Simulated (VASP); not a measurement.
# MoS2 (R3m) in VASP: a series of runs, part 2 of 2

VASP 6.6.1. Earlier steps stand in the parts before.

### Step 4. Single point, PBEsol (volume scaled by 1.04)

INCAR

```
SYSTEM = MoS2
  PREC = Accurate
  ENCUT = 520
  EDIFF = 1E-7
  ISMEAR = -1
  SIGMA = 0.05
  LREAL = .False.
  LASPH = .True.
  NELM = 80
  ALGO = Normal
  ISIF = 2
  LWAVE = .False.
  LCHARG = .False.
  GGA = PS
  NBANDS = 20
```

KPOINTS

```
Automatic mesh
0
Gamma
  10 10 10
  0 0 0
```

POSCAR

```
MoS2
1.0
    1.6007918580      0.9242176101      6.2309303335
   -1.6007918580      0.9242176101      6.2309303335
    0.0000000000     -1.8484352203      6.2309303335
Mo S
1 2
Direct
    0.0000000000      0.0000000000      0.0000000000
    0.4170000000      0.4170000000      0.4170000000
    0.2500000000      0.2500000000      0.2500000000
```

Potentials or basis: VASP PAW PBE potentials, release 64 (Mo_sv, S).

Command:

```console
$ cat potpaw_PBE.64/Mo_sv/POTCAR potpaw_PBE.64/S/POTCAR > POTCAR
$ mpirun -np 1 vasp_std > vasp.out
```

OUTCAR:

```text
SYSTEM = MoS2
   PREC = Accurate
   ENCUT = 520
   EDIFF = 1E-7
   ISMEAR = -1
   LREAL = .False.
   LASPH = .True.
   NELM = 80
   ISIF = 2
   GGA = PS

 ion  position               nearest neighbor table
   1  0.000  0.000  0.000-   3 2.42   3 2.42   3 2.42   2 2.42   2 2.42   2 2.42
   2  0.417  0.417  0.417-   1 2.42   1 2.42   1 2.42
   3  0.250  0.250  0.250-   1 2.42   1 2.42   1 2.42

  LATTYP: Found a trigonal (rhomboedric) cell.
 ALAT       =     6.4993234713
 COS(alpha) =     0.8786713335

  Lattice vectors:

 A1 = (   1.6007918580,   0.9242176101,   6.2309303335)
[... 192 lines left out ...]
      6      -6.1699      2.00000
[... 541 lines left out ...]
     19      14.5551      0.00000
     20      15.4478      0.00000

 [... further k-points ...]
[... 5 lines left out ...]
  --------------------------------------------------------------------------------------
  -------------------------------------------------------------------------------------
  Total       -2.0862919     -2.0862919     -1.3071349      0.0000000      0.0000000      0.0000000
  in kB      -60.4327549    -60.4327549    -37.8632377      0.0000000      0.0000000      0.0000000
  external PRESSURE =     -52.9095825 kB  Pullay stress =       0.0000000 kB

 VOLUME and BASIS-vectors are now :
 -----------------------------------------------------------------------------
  energy-cutoff  :      520.00
  volume of cell :       55.31
      direct lattice vectors                 reciprocal lattice vectors
     1.600791858  0.924217610  6.230930333     0.312345417  0.180332710  0.053496559
    -1.600791858  0.924217610  6.230930333    -0.312345417  0.180332710  0.053496559
     0.000000000 -1.848435220  6.230930333     0.000000000 -0.360665421  0.053496559

 POSITION                                       TOTAL-FORCE (eV/Angst)
 -----------------------------------------------------------------------------------
      0.00000      0.00000      0.00000         0.000000     -0.000000      0.078877
      0.00000     -0.00000      7.79489         0.000000      0.000000     -0.453121
      0.00000     -0.00000      4.67320         0.000000     -0.000000      0.374245
 -----------------------------------------------------------------------------------
    total drift:                                0.000000      0.000000     -0.000033

  FREE ENERGIE OF THE ION-ELECTRON SYSTEM (eV)
  ---------------------------------------------------
  free  energy   TOTEN  =       -23.4108801852 eV

  energy  without entropy=      -23.4108790448  energy(sigma->0) =      -23.41087962
```

OSZICAR:

```text
N       E                     dE             d eps       ncg     rms          rms(c)
DAV:   1     0.176627716522E+03    0.17663E+03   -0.13434E+04  4696   0.123E+03
DAV:   2    -0.175923797251E+02   -0.19422E+03   -0.18888E+03  5672   0.311E+02
DAV:   3    -0.248659702423E+02   -0.72736E+01   -0.72024E+01  5740   0.561E+01
DAV:   4    -0.249485631008E+02   -0.82593E-01   -0.82547E-01  5716   0.637E+00
DAV:   5    -0.249498208957E+02   -0.12578E-02   -0.12577E-02  5768   0.773E-01    0.238E+01
DAV:   6    -0.238364249718E+02    0.11134E+01   -0.11054E+01  4868   0.199E+01    0.848E+00
DAV:   7    -0.235242086908E+02    0.31222E+00   -0.40841E+00  4716   0.115E+01    0.559E+00
DAV:   8    -0.234121507611E+02    0.11206E+00   -0.54004E-01  5304   0.446E+00    0.162E+00
DAV:   9    -0.234119948431E+02    0.15592E-03   -0.21610E-02  5440   0.891E-01    0.569E-01
DAV:  10    -0.234109067165E+02    0.10881E-02   -0.85652E-03  5212   0.630E-01    0.138E-01
DAV:  11    -0.234108875062E+02    0.19210E-04   -0.47977E-04  5432   0.151E-01    0.442E-02
DAV:  12    -0.234108683109E+02    0.19195E-04   -0.68101E-05  5300   0.536E-02    0.267E-02
DAV:  13    -0.234108800744E+02   -0.11763E-04   -0.21342E-05  5032   0.259E-02    0.850E-03
DAV:  14    -0.234108800935E+02   -0.19160E-07   -0.14383E-06  5972   0.698E-03    0.417E-03
DAV:  15    -0.234108801852E+02   -0.91689E-07   -0.67875E-07  5176   0.448E-03
   1 F= -.23410880E+02 E0= -.23410880E+02  d E =-.114038E-05
```

It took 2.2 min on 1 thread of Intel Xeon 6975P-C (Granite Rapids), shared host; peak memory 0.39 GiB.

What came out:

| Property | Result |
| --- | --- |
| Free energy | -23.4109 eV |
| Pressure | -5.3 GPa |
| Largest force | 0.453 eV/Å |
| Band gap on the k mesh | 0.95 eV, indirect (least direct gap 1.86 eV) |

Forces on the atoms (eV/Å):
```
Mo   0.000  0.000  0.079
S    0.000  0.000 -0.453
S    0.000  0.000  0.374
```

Stress tensor (GPa, compression positive):
```
-6.04  0.00  0.00
 0.00 -6.04  0.00
 0.00  0.00 -3.79
```

Levels at points of the mesh, in eV from the valence-band top:
| k point | band 9 | band 10 | band 11 | band 12 | band 13 | band 14 | band 15 | band 16 | band 17 | band 18 |
| --- | --- | --- | --- | --- | --- | --- | --- | --- | --- | --- |
| (0.00, 0.00, 0.00) | -3.30 | -2.22 | -2.22 | -1.22 | -1.08 | 1.98 | 1.98 | 2.35 | 2.35 | 5.25 |
| (0.50, 0.00, 0.00) | -4.87 | -3.88 | -2.28 | -1.61 | -1.41 | 1.52 | 1.93 | 3.36 | 3.38 | 5.16 |
| (0.50, 0.50, 0.00) | -4.59 | -3.81 | -2.81 | -1.78 | -1.26 | 1.48 | 2.04 | 2.92 | 3.76 | 5.89 |
| (0.50, 0.50, 0.50) | -3.31 | -3.31 | -2.20 | -2.20 | 0.00 | 2.07 | 2.07 | 2.23 | 2.23 | 5.43 |

Caveat: the PAW data sets were made with another functional, which shifts forces and pressure a little. A k mesh can miss the band edges.

### Step 5. Overview

| cell | gap on the mesh (eV) | pressure (GPa) | largest force (eV/Å) |
| --- | --- | --- | --- |
| a = 6.415 Å, angles 28.5°, 3 atoms | 0.92 | 0.3 | 0.26 |
| a = 6.372 Å, angles 28.5°, 3 atoms | 0.91 | 3.6 | 0.62 |
| a = 6.499 Å, angles 28.5°, 3 atoms | 0.95 | -5.3 | 0.45 |

Alike in all rows: task single point; level PBEsol; potentials or basis VASP PAW PBE potentials, release 64 (Mo_sv, S); no spin polarisation; k mesh 10 × 10 × 10; cutoff (eV) 520; smearing fermi-dirac 0.05 eV.

Caveats: the PAW data sets were made with another functional, which shifts forces and pressure a little.

Total energies depend on the potentials used, so only differences within one code and one set of settings carry meaning.
